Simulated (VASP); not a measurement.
# SiN (Fm-3m) in VASP: notebook

Runs on SiN. Level: PBE. Tasks: single point, relaxation of cell and atoms.

Program: VASP 6.6.1. These are calculated values, not measurements. Logs are shortened: lines on timing, memory, paths and dates and some standing lists are left out, and cuts for length are marked.

### Step 1. The cell of the first run

It takes space group Fm-3m (No. 225, cubic). Conventional cell: a = 4.265 Å, b = 4.265 Å, c = 4.265 Å, α = 90.00°, β = 90.00°, γ = 90.00°. Within 2.8 Å of Si (site symmetry m-3m) lie 6 N at 2.13 Å. N (site symmetry m-3m) has 6 Si at 2.13 Å within 2.8 Å.

### Step 2. Single point, PBE

INCAR

```
SYSTEM = SiN
PREC = Accurate ; ENCUT = 520
EDIFF = 1E-6 ; ISMEAR = 0
SIGMA = 0.1 ; LREAL = .False.
LASPH = .True. ; NELM = 80
ALGO = Normal ; ISIF = 2
LWAVE = .False. ; LCHARG = .True.
GGA = PE ; LELF = .True.
LVHAR = .True. ; NBANDS = 12
```

KPOINTS

```
regular mesh
0
Gamma
  6 6 6
  0 0 0
```

POSCAR

```
SiN
1.0
    0.0000000000      2.1323514579      2.1323514579
    2.1323514579      0.0000000000      2.1323514579
    2.1323514579      2.1323514579      0.0000000000
Si N
1 1
Direct
    0.0000000000      0.0000000000      0.0000000000
    0.5000000000      0.5000000000      0.5000000000
```

Potentials or basis: VASP PAW PBE potentials, release 64 (Si, N).

Command:

```sh
$ cat potpaw_PBE.64/Si/POTCAR potpaw_PBE.64/N/POTCAR > POTCAR
$ mpirun -np 1 vasp_std > vasp.out
```

OUTCAR:

```text
SYSTEM = SiN
   PREC = Accurate
   ENCUT = 520
   EDIFF = 1E-6
   ISMEAR = 0
   LREAL = .False.
   LASPH = .True.
   NELM = 80
   ISIF = 2
   GGA = PE

 ion  position               nearest neighbor table
   1  0.000  0.000  0.000-   2 2.13   2 2.13   2 2.13   2 2.13   2 2.13   2 2.13
   2  0.500  0.500  0.500-   1 2.13   1 2.13   1 2.13   1 2.13   1 2.13   1 2.13

  LATTYP: Found a face centered cubic cell.
 ALAT       =     4.2647029158

  Lattice vectors:

 A1 = (   0.0000000000,   2.1323514579,   2.1323514579)
 A2 = (   2.1323514579,   0.0000000000,   2.1323514579)
 A3 = (   2.1323514579,   2.1323514579,   0.0000000000)

Analysis of symmetry for initial positions (statically):
=====================================================================
 Subroutine PRICEL returns:
 Original cell was already a primitive cell.

 Routine SETGRP: Setting up the symmetry group for a
 face centered cubic supercell.

 Subroutine GETGRP returns: Found 48 space group operations
 (whereof 48 operations were pure point group operations)
 out of a pool of 48 trial point group operations.

The static configuration has the point symmetry O_h .

Analysis of symmetry for dynamics (positions and initial velocities):
=====================================================================
 Subroutine PRICEL returns:
 Original cell was already a primitive cell.

 Routine SETGRP: Setting up the symmetry group for a
 face centered cubic supercell.

 Subroutine GETGRP returns: Found 48 space group operations
 (whereof 48 operations were pure point group operations)
 out of a pool of 48 trial point group operations.

The dynamic configuration has the point symmetry O_h .

 Subroutine INISYM returns: Found 48 space group operations
 (whereof 48 operations are pure point group operations),
 and found     1 'primitive' translations

----------------------------------------------------------------------------------------

                                     Primitive cell

  volume of cell :      19.3913

  direct lattice vectors                    reciprocal lattice vectors
     0.000000000  2.132351458  2.132351458    -0.234482922  0.234482922  0.234482922
     2.132351458  0.000000000  2.132351458     0.234482922 -0.234482922  0.234482922
     2.132351458  2.132351458  0.000000000     0.234482922  0.234482922 -0.234482922

  length of vectors
     3.015600352  3.015600352  3.015600352     0.406136334  0.406136334  0.406136334

  position of ions in fractional coordinates (direct lattice)
     0.000000000  0.000000000  0.000000000
     0.500000000  0.500000000  0.500000000

  ion indices of the primitive-cell ions
   primitive index   ion index
                 1           1
                 2           2

----------------------------------------------------------------------------------------

 KPOINTS: regular mesh

Automatic generation of k-mesh.
 Grid dimensions read from file:
 generate k-points for:    6    6    6

 Generating k-lattice:

  Cartesian coordinates                     Fractional coordinates (reciprocal lattice)
    -0.039080487  0.039080487  0.039080487     0.166666667  0.000000000  0.000000000
     0.039080487 -0.039080487  0.039080487     0.000000000  0.166666667  0.000000000
     0.039080487  0.039080487 -0.039080487     0.000000000  0.000000000  0.166666667

  Length of vectors
     0.067689389  0.067689389  0.067689389

  Shift w.r.t. Gamma in fractional coordinates (k-lattice)
     0.000000000  0.000000000  0.000000000

 Subroutine IBZKPT returns following result:
 ===========================================

 Found     16 irreducible k-points:

 Following reciprocal coordinates:
            Coordinates               Weight
  0.000000  0.000000  0.000000      1.000000
  0.166667  0.000000  0.000000      8.000000
  0.333333  0.000000  0.000000      8.000000
  0.500000  0.000000  0.000000      4.000000
  0.166667  0.166667  0.000000      6.000000
  0.333333  0.166667  0.000000     24.000000
[... 8 lines left out ...]
 -0.333333  0.333333  0.166667     24.000000
 -0.333333  0.500000  0.166667     12.000000
   k-points           NKPTS =     16   k-points in BZ     NKDIM =     16   number of bands    NBANDS=     12
   number of dos      NEDOS =    301   number of ions     NIONS =      2
   total plane-waves  NPLWV =  13824
   dimension x,y,z NGX =    24 NGY =   24 NGZ =   24
   dimension x,y,z NGXF=    48 NGYF=   48 NGZF=   48
   ions per type =               1   1
   NGX,Y,Z   is equivalent  to a cutoff of  13.23, 13.23, 13.23 a.u.
   NGXF,Y,Z  is equivalent  to a cutoff of  26.46, 26.46, 26.46 a.u.
 SYSTEM =  SiN
   PREC   = accura    normal or accurate (medium, high low for compatibility)
   ISTART =      0    job   : 0-new  1-cont  2-samecut
   ICHARG =      2    charge: 1-file 2-atom 10-const
   ISPIN  =      1    spin polarized calculation?
   LNONCOLLINEAR =      F non collinear calculations
   LSORBIT =      F    spin-orbit coupling
   LASPH  =      T    aspherical Exc in radial PAW
   ENCUT  =  520.0 eV  38.22 Ry    6.18 a.u.   5.61  5.61  5.61*2*pi/ulx,y,z
   NELM   =     80;   NELMIN=  2; NELMDL= -5     # of ELM steps
   EDIFF  = 0.1E-05   stopping-criterion for ELM
   LREAL  =      F    real-space projection
   EDIFFG = 0.1E-04   stopping-criterion for IOM
   NSW    =      0    number of steps for IOM
   IBRION =     -1    ionic relax: 0-MD 1-quasi-New 2-CG
   NFREE  =      0    steps in history (QN), initial steepest desc. (CG)
   ISIF   =      2    stress and relaxation
   ISYM   =      2    0-nonsym 1-usesym 2-fastsym
   POTIM  = 0.5000    time-step for ionic-motion
   TEBEG  =    0.0;   TEEND  =   0.0 temperature during run
   PSTRESS=    0.0 pullay stress
   NELECT =       9.0000    total number of electrons
   NUPDOWN=      -1.0000    fix difference up-down
   EMIN   =  10.00;   EMAX   =-10.00  energy-range for DOS
   EFERMI =   0.00;   METHOD = LEGACY
   ISMEAR =     0;   SIGMA  =   0.10  broadening in eV -4-tet -1-fermi 0-gaus
   EFERMI_NEDOS =   21; number of points for ismear=-14 and -15
   IALGO  =     38    algorithm
   IMIX   =      4    mixing-type and parameters
     AMIX     =   0.40;   BMIX     =  1.00
     AMIX_MAG =   1.60;   BMIX_MAG =  1.00
  volume/ion in A,a.u.               =       9.70        65.43
  Fermi-wavevector in a.u.,A,eV,Ry     =   1.267516  2.395258 21.859087  1.606598
  Thomas-Fermi vector in A             =   2.400660
   LORBIT       =      0    0 simple, 1 ext, 2 COOP (PROOUT), +10 PAW based schemes
   GGA     = PE    functional components
   LHFCALC =     F    Hartree Fock is set to
   AEXX    =    0.0000 exact exchange contribution
   IVDW    =     0    specifies the selected vdW correction
   LEPSILON=     F    determine dielectric tensor
   LRPA    =     F    only Hartree local field effects (RPA)
 non-spin polarized calculation
 Gauss-broadening in eV      SIGMA  =   0.10
  energy-cutoff  :      520.00
  volume of cell :       19.39
 maximum number of plane-waves:       544
 NGX is ok and might be reduce to    24
   NGX = 11   NGY = 11   NGZ = 11

 number of electron       8.9999998 magnetization

 Free energy of the ion-electron system (eV)
  ---------------------------------------------------
  ext. energy  EPLUGINS =         0.00000000
  ---------------------------------------------------
  free energy    TOTEN  =       -12.78817890 eV

  energy without entropy =      -12.77453473  energy(sigma->0) =      -12.78135682

 E-fermi :  11.8841     XC(G=0): -12.0009

 val. band max:       11.6060267639   @ k =   0.5000   0.3333   0.1667
 cond. band min:      11.8970675845   @ k =   0.5000   0.1667   0.0000
 fundamental gap:      0.2910408206
 Fermi energy:        11.8841156165

 k-point     1 :       0.0000    0.0000    0.0000
  band No.  band energies     occupation
      1      -8.6950      2.00000
      2       7.8131      2.00000
      3       7.8131      2.00000
      4       7.8131      2.00000
      5       9.4976      2.00000
      6      19.2385      0.00000
      7      19.2385      0.00000
      8      19.2385      0.00000
      9      20.3639      0.00000
     10      20.3639      0.00000
     11      20.3639      0.00000
     12      23.7659      0.00000

 k-point     2 :       0.1667    0.0000    0.0000
  band No.  band energies     occupation
      1      -8.1809      2.00000
      2       4.9461      2.00000
      3       7.6414      2.00000
      4       7.6414      2.00000
      5      11.3975      2.00000
      6      17.2176      0.00000
      7      17.8451      0.00000
      8      17.8451      0.00000
      9      20.6640      0.00000
     10      20.7373      0.00000
     11      20.7373      0.00000
     12      26.8149      0.00000

 k-point     3 :       0.3333    0.0000    0.0000
  band No.  band energies     occupation
      1      -6.7912      2.00000
      2       1.3412      2.00000
      3       7.3592      2.00000
      4       7.3592      2.00000
      5      12.1683      0.00006
      6      15.7330      0.00000
      7      15.7330      0.00000
      8      16.2937      0.00000
      9      20.9234      0.00000
     10      23.6277      0.00000
     11      23.6277      0.00000
     12      31.1305      0.00000
[... 166 lines left out ...]
 k-point    15 :      -0.3333    0.3333    0.1667
  band No.  band energies     occupation
      1      -4.9165      2.00000
      2       0.9281      2.00000
      3       3.5137      2.00000
      4       4.9588      2.00000
      5      11.9863      0.14826
      6      14.7809      0.00000
      7      17.6035      0.00000
      8      17.8724      0.00000
      9      22.8080      0.00000
     10      22.9782      0.00000
     11      29.0652      0.00000
     12      30.3690      0.00000

 k-point    16 :      -0.3333    0.5000    0.1667
  band No.  band energies     occupation
      1      -4.6545      2.00000
      2       1.7699      2.00000
      3       3.2889      2.00000
      4       3.6341      2.00000
      5      10.5535      2.00000
      6      15.9027      0.00000
      7      17.1098      0.00000
      8      18.6293      0.00000
      9      21.3990      0.00000
     10      25.9206      0.00000
     11      29.0941      0.00000
     12      31.3379      0.00000

------------------------ aborting loop because EDIFF is reached ----------------------------------------

  FORCE on cell =-STRESS in cart. coord.  units (eV):
  Direction    XX          YY          ZZ          XY          YZ          ZX
  --------------------------------------------------------------------------------------
  -------------------------------------------------------------------------------------
  Total       -0.0011045     -0.0011045     -0.0011045      0.0000000      0.0000000      0.0000000
  in kB       -0.0912574     -0.0912574     -0.0912574      0.0000000      0.0000000      0.0000000
  external PRESSURE =      -0.0912574 kB  Pullay stress =       0.0000000 kB

 VOLUME and BASIS-vectors are now :
 -----------------------------------------------------------------------------
  energy-cutoff  :      520.00
  volume of cell :       19.39
      direct lattice vectors                 reciprocal lattice vectors
     0.000000000  2.132351458  2.132351458    -0.234482922  0.234482922  0.234482922
     2.132351458  0.000000000  2.132351458     0.234482922 -0.234482922  0.234482922
     2.132351458  2.132351458  0.000000000     0.234482922  0.234482922 -0.234482922

 POSITION                                       TOTAL-FORCE (eV/Angst)
 -----------------------------------------------------------------------------------
      0.00000      0.00000      0.00000         0.000000     -0.000000      0.000000
      2.13235      2.13235      2.13235        -0.000000      0.000000     -0.000000
 -----------------------------------------------------------------------------------
    total drift:                               -0.000000     -0.000000      0.000000

  FREE ENERGIE OF THE ION-ELECTRON SYSTEM (eV)
  ---------------------------------------------------
  free  energy   TOTEN  =       -12.7881788999 eV

  energy  without entropy=      -12.7745347307  energy(sigma->0) =      -12.78135682
```

Run time: 5.3 s. Hardware: 1 thread of Intel Xeon Platinum 8488C (Sapphire Rapids), shared host; peak memory 0.13 GiB.

Results:

```
Free energy : -12.7882 eV
Pressure    : 0.0 GPa
```

Levels at points of the mesh, in eV from the Fermi level:
```csv
k point,band 1,band 2,band 3,band 4,band 5,band 6,band 7,band 8,band 9
"(0.00, 0.00, 0.00)",-20.58,-4.07,-4.07,-4.07,-2.39,7.35,7.35,7.35,8.48
"(0.50, 0.00, 0.00)",-17.53,-12.51,-4.64,-4.64,0.23,3.08,3.08,4.23,9.73
"(0.50, 0.50, 0.00)",-16.67,-10.81,-6.78,-6.78,-4.63,1.62,7.47,8.53,8.53
```

Caveat: the k points lie up to 0.43 Å⁻¹ apart.

### Step 3. Single point, PBE

This run uses another cell than the first one, of 11.14 Å³/atom, 1.149 times its volume.

INCAR

```
PREC = Accurate
ENCUT = 520
EDIFF = 1E-6
ISMEAR = 0
SIGMA = 0.1
LREAL = F
LASPH = T
NELM = 100
ALGO = Normal
ISIF = 2
LWAVE = F
LCHARG = T
GGA = PE
LELF = T
LVHAR = T
NBANDS = 12
```

KPOINTS

```
Automatic mesh
0
Gamma
  8 8 8
```

POSCAR

```
SiN
1.0
    0.0000000000      2.2334539985      2.2334539985
    2.2334539985      0.0000000000      2.2334539985
    2.2334539985      2.2334539985      0.0000000000
Si N
1 1
Direct
    0.0000000000      0.0000000000      0.0000000000
    0.5000000000      0.5000000000      0.5000000000
```

Potentials or basis: VASP PAW PBE potentials, release 64 (Si, N).

Command:

```sh
$ cat potpaw_PBE.64/Si/POTCAR potpaw_PBE.64/N/POTCAR > POTCAR
$ mpirun -np 1 vasp_std > vasp.out
```

It took 5.7 s on 1 thread of Intel Xeon Platinum 8488C (Sapphire Rapids), shared host; peak memory 0.13 GiB.

The run converged. Its results:

```yaml
Free_energy: -12.6716 eV
Pressure: -20.5 GPa
```

Levels at points of the mesh, in eV from the Fermi level:
```
           k point  band 1  band 2  band 3  band 4  band 5  band 6  band 7  band 8  band 9  band 10
(0.00, 0.00, 0.00)  -18.58   -3.18   -3.18   -3.18   -3.14    7.59    7.59    7.59    7.83     7.83
(0.50, 0.00, 0.00)  -16.03  -10.96   -3.56   -3.56    0.31    3.07    3.07    3.38    9.63    13.71
(0.50, 0.50, 0.00)  -15.38   -9.07   -5.54   -5.54   -4.73    2.67    6.86    7.67    7.67    15.74
```

(Continued in part 2 of 2.)
